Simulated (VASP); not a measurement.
Wanted: the native input for a VASP 6.6.1 run.

| Item | Value |
| --- | --- |
| Task | single point |
| Functional | PBE |
| Potentials or basis | VASP PAW PBE potentials, release 64 (Sn_d, O) |
| Cutoff | 520 eV |
| k mesh | 12 × 12 × 10 |
| Occupations | fermi-dirac, width 0.05 eV |
| Spin | no spin polarisation |
| Dipole correction | no |
| Further INCAR settings | ALGO = Normal; EDIFF = 1e-06; NBANDS = 28 |

The structure of SnO lies in POSCAR:

```
SnO
1.0
    3.7986000000      0.0000000000      0.0000000000
    0.0000000000      3.7986000000      0.0000000000
    0.0000000000      0.0000000000      4.7923920000
Sn O
2 2
Direct
    0.5000000000      0.0000000000      0.2443697025
    0.0000000000      0.5000000000      0.7556302975
    0.0000000000      0.0000000000      0.0000000000
    0.5000000000      0.5000000000      0.0000000000
```

This cell differs from its parent crystal: z stretched by -1 %, then relaxed in part.

These files were run (other wordings do the same):

INCAR

```
SYSTEM = SnO
PREC = Accurate
ENCUT = 520
EDIFF = 1E-6
ISMEAR = -1
SIGMA = 0.05
LREAL = .FALSE.
LASPH = .TRUE.
NELM = 60
ALGO = Normal
ISIF = 2
LWAVE = .FALSE.
LCHARG = .TRUE.
GGA = PE
LELF = .TRUE.
LVHAR = .TRUE.
NBANDS = 28
```

KPOINTS

```
Automatic mesh
0
G
  12 12 10
  0 0 0
```

Potentials or basis: VASP PAW PBE potentials, release 64 (Sn_d, O).

Command:

```console
$ cat potpaw_PBE.64/Sn_d/POTCAR potpaw_PBE.64/O/POTCAR > POTCAR
$ mpirun -np 1 vasp_std > vasp.out
```

Results of the run:

```
Pressure               : 3.6 GPa
Largest force          : 0.082 eV/Å
Band gap on the k mesh : zero (bands 20 and 21 overlap by 0.17 eV)
```

Caveat: the cell differs from its parent crystal (z stretched by -1 %, then relaxed in part); the cell stands under pressure; semilocal functionals underestimate gaps, and a narrow one can read as zero; spin-orbit coupling is left out, which moves the levels of the heavy elements.

Run time: 7.5 min on 1 thread of Oxide Virtual Turin-like Processor, with other jobs on the host, peak memory 0.33 GiB.
